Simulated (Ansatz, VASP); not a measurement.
## One calculation of Ti, two programs

INCAR

```
SYSTEM = Ti
PREC = Accurate
ENCUT = 520
EDIFF = 1E-7
ISMEAR = -1
SIGMA = 0.1
LREAL = .False.
LASPH = .True.
NELM = 80
ALGO = Normal
ISIF = 2
LWAVE = .False.
LCHARG = .True.
GGA = B5
ALDAX = 1.0
AGGAX = 1.0
AGGAC = 1.0
ALDAC = 0.0
LELF = .True.
LVHAR = .True.
NBANDS = 32
```

The input KPOINTS:

```
Automatic mesh
0
Gamma
  14 14 4
  0 0 0
```

File POSCAR:

```
Ti
1.0
    3.0701616056      0.0000000000      0.0000000000
   -1.5350808028      2.6588379442      0.0000000000
    0.0000000000      0.0000000000      9.8233884041
Ti
4
Direct
    1.0000000000      0.0000000000      0.0000000000
    1.0000000000      1.0000000000      0.5000000000
    0.3333333333      0.6666666667      0.2500000000
    0.6666666667      0.3333333333      0.7500000000
```

Input for Ansatz:

```yaml
crystal:
  lattice:
    - [3.0701616056, 0.0, 0.0]
    - [-1.5350808028, 2.6588379442, 0.0]
    - [0.0, 0.0, 9.8233884041]
  atoms:
    - { symbol: Ti, position: [1.0, 0.0, 0.0] }
    - { symbol: Ti, position: [1.0, 1.0, 0.5] }
    - { symbol: Ti, position: [0.3333333333, 0.6666666667, 0.25] }
    - { symbol: Ti, position: [0.6666666667, 0.3333333333, 0.75] }
hamiltonian:
  xc: blyp
  pseudopotentials:
    kind: paw
    azcp:
      Ti: "pseudopotentials/Ti.paw.azcp"
basis:
  ecutwfc: 420
  fft_grid_basis: typed
kpoints:
  mp_grid: { grid: [14, 14, 4], shift: [0, 0, 0] }
magnetization:
  spin_polarized: false
scf:
  occupations: { method: fermi_dirac, width: 0.1 }
  lower_state_search: "off"
output:
  stress: true
```

Alike in both runs: task single point; functional BLYP; k mesh 14 × 14 × 4; occupations fermi-dirac, width 0.1 eV; no spin polarisation.

```csv
,VASP,Ansatz
version,VASP 6.6.1,Ansatz 0.2.0
potentials or method,"VASP PAW PBE potentials, release 64 (Ti_sv), cutoff 520 eV","plane waves (420 eV) with PAW, scalar-relativistic"
valence electrons in the cell,48,48
```

|  | VASP | Ansatz | Ansatz less VASP |
| --- | --- | --- | --- |
| pressure (GPa) | -9.4 | -9.4 | -0.05 |
| traceless stress, the component that is largest in VASP (GPa) | -0.08 | -0.08 | +0.001 |

VASP's potentials were made for PBE, not for BLYP. The functional is the same, so the differences come from potentials, cutoffs and numerics.
